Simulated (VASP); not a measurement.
Input of a VASP 6.6.1 run:

Contents of INCAR:

```
SYSTEM = C
ALGO = Normal
DIPOL = 0.5 0.5 0.500
EDIFF = 1E-6
ENCUT = 520
GGA = PE
GGA_COMPAT = .False.
IDIPOL = 3
ISIF = 2
ISMEAR = 0
ISPIN = 2
IVDW = 12
LASPH = .True.
LCHARG = .False.
LDIPOL = .True.
LORBIT = 11
LREAL = .False.
LWAVE = .False.
MAGMOM = 1 1
NBANDS = 15
NELM = 200
NELMDL = -8
PREC = Accurate
SIGMA = 0.1
```

File KPOINTS:

```
k-points
0
Gamma
  12 12 1
  0 0 0
```

File POSCAR:

```
C
1.0
    2.4649796689      0.0000000000      0.0000000000
   -1.2324898345      2.1347350131      0.0000000000
    0.0000000000      0.0000000000     26.0000004707
C
2
Direct
    0.0000000000      0.0000000000      0.5000000045
    0.6666666667      0.3333333333      0.4999999955
```

Potentials or basis: VASP PAW PBE potentials, release 64 (C).

Command:

```bash
$ cat potpaw_PBE.64/C/POTCAR > POTCAR
$ mpirun -np 1 vasp_std > vasp.out
```

Problem. Estimate the band gap on the k mesh.

Solution. Zero (filled and empty bands touch).

Problem. Predict the net moment.

Solution. 0.00 μB per cell.

Problem. Estimate the dispersion energy per atom.

Solution. -0.089 eV.

Caveat: the cell differs from its parent crystal (atoms taken out).
